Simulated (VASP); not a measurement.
# NaH (Fm-3m) in VASP: further runs

The runs below take NaH through single point, with PBE.

Program: VASP 6.6.1. These are calculated values, not measurements. Logs are shortened: lines on timing, memory, paths and dates and some standing lists are left out, and cuts for length are marked.

## 1. The cell of the first run

Symmetry: Fm-3m, No. 225, cubic system. The conventional cell has a = 4.795 Å, b = 4.795 Å, c = 4.795 Å, α = 90.00°, β = 90.00°, γ = 90.00°. Within 3.2 Å of Na (site symmetry m-3m) lie 6 H at 2.40 Å. Within 3.2 Å of H (site symmetry m-3m) lie 6 Na at 2.40 Å.

## 2. Single point, PBE

File INCAR:

```
  PREC = Accurate
  ENCUT = 520
  EDIFF = 1E-6
  ISMEAR = 0
  SIGMA = 0.01
  LREAL = F
  LASPH = T
  NELM = 100
  ALGO = Normal
  ISIF = 2
  LWAVE = F
  LCHARG = F
  GGA = PE
  NBANDS = 11
```

File KPOINTS:

```
regular mesh
0
Gamma
  6 6 6
```

File POSCAR:

```
NaH
1.0
    0.0000000000      2.3975116371      2.3975116371
    2.3975116371      0.0000000000      2.3975116371
    2.3975116371      2.3975116371      0.0000000000
Na H
1 1
Direct
    0.0000000000      0.0000000000      0.0000000000
    0.5000000000      0.5000000000      0.5000000000
```

Potentials or basis: VASP PAW PBE potentials, release 64 (Na_pv, H).

Launch:

```sh
> cat potpaw_PBE.64/Na_pv/POTCAR potpaw_PBE.64/H/POTCAR > POTCAR
> mpirun -np 1 vasp_std > vasp.out
```

OUTCAR:

```text
PREC = Accurate
   ENCUT = 520
   EDIFF = 1E-6
   ISMEAR = 0
   LREAL = F
   LASPH = T
   NELM = 100
   ISIF = 2
   GGA = PE

 ion  position               nearest neighbor table
   1  0.000  0.000  0.000-
   2  0.500  0.500  0.500-

  LATTYP: Found a face centered cubic cell.
 ALAT       =     4.7950232742

  Lattice vectors:

 A1 = (   0.0000000000,   2.3975116371,   2.3975116371)
 A2 = (   2.3975116371,   0.0000000000,   2.3975116371)
 A3 = (   2.3975116371,   2.3975116371,   0.0000000000)

Analysis of symmetry for initial positions (statically):
=====================================================================
 Subroutine PRICEL returns:
 Original cell was already a primitive cell.

 Routine SETGRP: Setting up the symmetry group for a
 face centered cubic supercell.

 Subroutine GETGRP returns: Found 48 space group operations
 (whereof 48 operations were pure point group operations)
 out of a pool of 48 trial point group operations.

The static configuration has the point symmetry O_h .

Analysis of symmetry for dynamics (positions and initial velocities):
=====================================================================
 Subroutine PRICEL returns:
 Original cell was already a primitive cell.

 Routine SETGRP: Setting up the symmetry group for a
 face centered cubic supercell.

 Subroutine GETGRP returns: Found 48 space group operations
 (whereof 48 operations were pure point group operations)
 out of a pool of 48 trial point group operations.

The dynamic configuration has the point symmetry O_h .

 Subroutine INISYM returns: Found 48 space group operations
 (whereof 48 operations are pure point group operations),
 and found     1 'primitive' translations

----------------------------------------------------------------------------------------

                                     Primitive cell

  volume of cell :      27.5621

  direct lattice vectors                    reciprocal lattice vectors
     0.000000000  2.397511637  2.397511637    -0.208549561  0.208549561  0.208549561
     2.397511637  0.000000000  2.397511637     0.208549561 -0.208549561  0.208549561
     2.397511637  2.397511637  0.000000000     0.208549561  0.208549561 -0.208549561

  length of vectors
     3.390593473  3.390593473  3.390593473     0.361218436  0.361218436  0.361218436

  position of ions in fractional coordinates (direct lattice)
     0.000000000  0.000000000  0.000000000
     0.500000000  0.500000000  0.500000000

  ion indices of the primitive-cell ions
   primitive index   ion index
                 1           1
                 2           2

----------------------------------------------------------------------------------------

 KPOINTS: regular mesh

Automatic generation of k-mesh.
 Grid dimensions read from file:
 generate k-points for:    6    6    6

 Generating k-lattice:

  Cartesian coordinates                     Fractional coordinates (reciprocal lattice)
    -0.034758260  0.034758260  0.034758260     0.166666667  0.000000000  0.000000000
     0.034758260 -0.034758260  0.034758260     0.000000000  0.166666667  0.000000000
     0.034758260  0.034758260 -0.034758260     0.000000000  0.000000000  0.166666667

  Length of vectors
     0.060203073  0.060203073  0.060203073

  Shift w.r.t. Gamma in fractional coordinates (k-lattice)
     0.000000000  0.000000000  0.000000000

 Subroutine IBZKPT returns following result:
 ===========================================

 Found     16 irreducible k-points:

 Following reciprocal coordinates:
            Coordinates               Weight
  0.000000  0.000000  0.000000      1.000000
  0.166667  0.000000  0.000000      8.000000
  0.333333  0.000000  0.000000      8.000000
  0.500000  0.000000  0.000000      4.000000
  0.166667  0.166667  0.000000      6.000000
  0.333333  0.166667  0.000000     24.000000
[... 8 lines left out ...]
 -0.333333  0.333333  0.166667     24.000000
 -0.333333  0.500000  0.166667     12.000000
   k-points           NKPTS =     16   k-points in BZ     NKDIM =     16   number of bands    NBANDS=     11
   number of dos      NEDOS =    301   number of ions     NIONS =      2
   total plane-waves  NPLWV =  21952
   dimension x,y,z NGX =    28 NGY =   28 NGZ =   28
   dimension x,y,z NGXF=    56 NGYF=   56 NGZF=   56
   ions per type =               1   1
   NGX,Y,Z   is equivalent  to a cutoff of  13.73, 13.73, 13.73 a.u.
   NGXF,Y,Z  is equivalent  to a cutoff of  27.46, 27.46, 27.46 a.u.
 SYSTEM =  unknown system
   PREC   = accura    normal or accurate (medium, high low for compatibility)
   ISTART =      0    job   : 0-new  1-cont  2-samecut
   ICHARG =      2    charge: 1-file 2-atom 10-const
   ISPIN  =      1    spin polarized calculation?
   LNONCOLLINEAR =      F non collinear calculations
   LSORBIT =      F    spin-orbit coupling
   LASPH  =      T    aspherical Exc in radial PAW
   ENCUT  =  520.0 eV  38.22 Ry    6.18 a.u.   6.30  6.30  6.30*2*pi/ulx,y,z
   NELM   =    100;   NELMIN=  2; NELMDL= -5     # of ELM steps
   EDIFF  = 0.1E-05   stopping-criterion for ELM
   LREAL  =      F    real-space projection
[... 7 lines left out ...]
   TEBEG  =    0.0;   TEEND  =   0.0 temperature during run
   PSTRESS=    0.0 pullay stress
   NELECT =       8.0000    total number of electrons
   NUPDOWN=      -1.0000    fix difference up-down
   EMIN   =  10.00;   EMAX   =-10.00  energy-range for DOS
   EFERMI =   0.00;   METHOD = LEGACY
   ISMEAR =     0;   SIGMA  =   0.01  broadening in eV -4-tet -1-fermi 0-gaus
   EFERMI_NEDOS =   21; number of points for ismear=-14 and -15
   IALGO  =     38    algorithm
   IMIX   =      4    mixing-type and parameters
     AMIX     =   0.40;   BMIX     =  1.00
     AMIX_MAG =   1.60;   BMIX_MAG =  1.00
  volume/ion in A,a.u.               =      13.78        93.00
  Fermi-wavevector in a.u.,A,eV,Ry     =   1.083929  2.048328 15.985508  1.174902
  Thomas-Fermi vector in A             =   2.220007
   LORBIT       =      0    0 simple, 1 ext, 2 COOP (PROOUT), +10 PAW based schemes
   GGA     = PE    functional components
   LHFCALC =     F    Hartree Fock is set to
   AEXX    =    0.0000 exact exchange contribution
   IVDW    =     0    specifies the selected vdW correction
   LEPSILON=     F    determine dielectric tensor
   LRPA    =     F    only Hartree local field effects (RPA)
 non-spin polarized calculation
 Gauss-broadening in eV      SIGMA  =   0.01
  energy-cutoff  :      520.00
  volume of cell :       27.56
 maximum number of plane-waves:       754
 NGX is ok and might be reduce to    28
   NGX = 13   NGY = 13   NGZ = 13

 number of electron       7.9999992 magnetization

 Free energy of the ion-electron system (eV)
  ---------------------------------------------------
  ext. energy  EPLUGINS =         0.00000000
  ---------------------------------------------------
  free energy    TOTEN  =        -5.08640462 eV

  energy without entropy =       -5.08640462  energy(sigma->0) =       -5.08640462

 E-fermi :  -1.0215     XC(G=0):  -7.8486

 val. band max:       -1.0857915726   @ k =  -0.3333   0.5000   0.1667
 cond. band min:       2.7609813525   @ k =   0.5000   0.0000   0.0000
 fundamental gap:      3.8467729251
 Fermi energy:        -1.0215239491

 k-point     1 :       0.0000    0.0000    0.0000
  band No.  band energies     occupation
      1     -23.1001      2.00000
      2     -23.1001      2.00000
      3     -23.1001      2.00000
      4      -4.7222      2.00000
      5       9.5871      0.00000
      6      14.7385      0.00000
      7      14.7385      0.00000
      8      14.7385      0.00000
      9      15.6542      0.00000
     10      15.6542      0.00000
     11      15.6542      0.00000

 k-point     2 :       0.1667    0.0000    0.0000
  band No.  band energies     occupation
      1     -23.1258      2.00000
      2     -23.1031      2.00000
      3     -23.1031      2.00000
      4      -4.2407      2.00000
      5       7.9808      0.00000
      6      11.4635      0.00000
      7      13.6307      0.00000
      8      13.6308      0.00000
      9      16.8721      0.00000
     10      16.8721      0.00000
     11      17.2250      0.00000

 k-point     3 :       0.3333    0.0000    0.0000
  band No.  band energies     occupation
      1     -23.1765      2.00000
      2     -23.1092      2.00000
      3     -23.1092      2.00000
      4      -2.9553      2.00000
      5       4.6237      0.00000
      6      10.2046      0.00000
      7      12.7740      0.00000
      8      12.7740      0.00000
      9      16.0911      0.00000
     10      16.0911      0.00000
     11      18.3369      0.00000

 k-point     4 :       0.5000    0.0000    0.0000
  band No.  band energies     occupation
      1     -23.2014      2.00000
      2     -23.1122      2.00000
      3     -23.1122      2.00000
      4      -1.9061      2.00000
      5       2.7610      0.00000
      6       9.9047      0.00000
      7      12.4907      0.00000
      8      12.4907      0.00000
      9      15.5867      0.00000
     10      15.5868      0.00000
     11      18.1632      0.00000
[... 127 lines left out ...]
 k-point    14 :       0.5000    0.3333    0.1667
  band No.  band energies     occupation
      1     -23.1737      2.00000
      2     -23.1384      2.00000
      3     -23.1208      2.00000
      4      -2.0405      2.00000
      5       4.8187      0.00000
      6       6.8034      0.00000
      7       9.7795      0.00000
      8      14.6554      0.00000
      9      14.7506      0.00000
     10      17.1170      0.00000
     11      21.0467      0.00000

 k-point    15 :      -0.3333    0.3333    0.1667
  band No.  band energies     occupation
      1     -23.1762      2.00000
      2     -23.1498      2.00000
      3     -23.1264      2.00000
      4      -1.3020      2.00000
      5       4.1228      0.00000
      6       5.9164      0.00000
      7       8.9388      0.00000
      8      14.6632      0.00000
      9      15.8561      0.00000
     10      18.3086      0.00000
     11      20.2266      0.00000

 k-point    16 :      -0.3333    0.5000    0.1667
  band No.  band energies     occupation
      1     -23.1763      2.00000
      2     -23.1483      2.00000
      3     -23.1361      2.00000
      4      -1.0858      2.00000
      5       4.2679      0.00000
      6       6.1632      0.00000
      7       7.8182      0.00000
      8      14.1110      0.00000
      9      14.2860      0.00000
     10      20.0290      0.00000
     11      20.1786      0.00000

------------------------ aborting loop because EDIFF is reached ----------------------------------------

  FORCE on cell =-STRESS in cart. coord.  units (eV):
  Direction    XX          YY          ZZ          XY          YZ          ZX
  --------------------------------------------------------------------------------------
  -------------------------------------------------------------------------------------
  Total        0.0915457      0.0915457      0.0915457     -0.0000000      0.0000000      0.0000000
  in kB        5.3215265      5.3215265      5.3215265     -0.0000000      0.0000000      0.0000000
  external PRESSURE =       5.3215265 kB  Pullay stress =       0.0000000 kB

 VOLUME and BASIS-vectors are now :
 -----------------------------------------------------------------------------
  energy-cutoff  :      520.00
  volume of cell :       27.56
      direct lattice vectors                 reciprocal lattice vectors
     0.000000000  2.397511637  2.397511637    -0.208549561  0.208549561  0.208549561
     2.397511637  0.000000000  2.397511637     0.208549561 -0.208549561  0.208549561
     2.397511637  2.397511637  0.000000000     0.208549561  0.208549561 -0.208549561

 POSITION                                       TOTAL-FORCE (eV/Angst)
 -----------------------------------------------------------------------------------
      0.00000      0.00000      0.00000         0.000000     -0.000000     -0.000000
      2.39751      2.39751      2.39751         0.000000      0.000000      0.000000
 -----------------------------------------------------------------------------------
    total drift:                               -0.000000     -0.000000     -0.000000

  FREE ENERGIE OF THE ION-ELECTRON SYSTEM (eV)
  ---------------------------------------------------
  free  energy   TOTEN  =        -5.0864046235 eV

  energy  without entropy=       -5.0864046235  energy(sigma->0) =       -5.08640462
```

It took 4.2 s on 1 thread of Intel Xeon 6975P-C (Granite Rapids), shared host; peak memory 0.14 GiB.

What came out:

| Quantity | Value |
| --- | --- |
| Free energy | -5.0864 eV |
| Pressure | 0.5 GPa |
| Band gap on the k mesh | 3.85 eV, indirect (least direct gap 4.67 eV) |

[end of part 1 of 2]
